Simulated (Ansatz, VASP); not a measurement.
# SnO2 in VASP and in Ansatz

```
Sn O
1.0
    -0.55731    2.32534    2.32534
     2.32534   -0.55731    2.32534
     2.32534    2.32534   -0.55731
Sn O
1 2
Direct
  0.00000 0.00000 0.00000
  0.25000 0.25000 0.25000
  0.75000 0.75000 0.75000
```

Alike in both runs: task single point; functional PBE; k mesh 18 × 18 × 18; occupations gaussian, width 0.15 eV; no spin polarisation.

```csv
,VASP,Ansatz
version,VASP 6.6.1,Ansatz 0.2.0
potentials or method,"VASP PAW PBE potentials, release 64 (Sn_d, O), cutoff 520 eV","scalar-relativistic, plane waves, PAW"
valence electrons in the cell,26,26
```

```tsv
	VASP	Ansatz	Ansatz less VASP
gap on the k mesh at the Fermi level (eV)	1.93	1.94	+0.013
least direct gap on the mesh (eV)	2.40	2.41	+0.007
rms of the force components (eV/Å)	2.723	2.758	+0.0349
```

Atom by atom the forces differ by 0.035 eV/Å (rms over components).
